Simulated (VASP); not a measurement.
# MgS: electric field gradients with PBE

Crystal: MgS.

```
CELL_PARAMETERS angstrom
0.00000 2.62315 2.62315
2.62315 0.00000 2.62315
2.62315 2.62315 0.00000
ATOMIC_POSITIONS crystal
Mg 0.00000 0.00000 0.00000
S 0.50000 0.50000 0.50000
```

This cell differs from its parent crystal: volume scaled by 1.025.

```yaml
Program: VASP 6.6.1
Task: electric field gradients
Functional: PBE
Potentials_or_basis: VASP PAW PBE potentials, release 64 (Mg, S)
Cutoff: 520 eV
k_mesh: 10 × 10 × 10
Occupations: fermi-dirac, width 0.03 eV
Spin: no spin polarisation
Dipole_correction: no
Further_INCAR_settings: ALGO = Normal; EDIFF = 1e-08; NBANDS = 11
```

```
Pressure               : -1.0 GPa
Band gap on the k mesh : 2.72 eV, indirect (least direct gap 3.52 eV)
```

Levels at points of the mesh, in eV from the valence-band top:
```csv
k point,band 2,band 3,band 4,band 5,band 6,band 7
"(0.00, 0.00, 0.00)",0.00,0.00,0.00,3.52,7.97,7.97
"(0.50, 0.00, 0.00)",-4.70,-0.56,-0.56,4.51,6.88,6.88
"(0.50, 0.50, 0.00)",-4.07,-1.63,-1.63,2.72,4.47,11.76
```

It took 35 s on 1 thread of Intel Xeon 8259CL (shared host), peak memory 0.17 GiB.

Caveat: without QUAD_EFG the Cq values of the log hold for a quadrupole moment of 1 mb, not for the nuclei. A k mesh can miss the band edges.
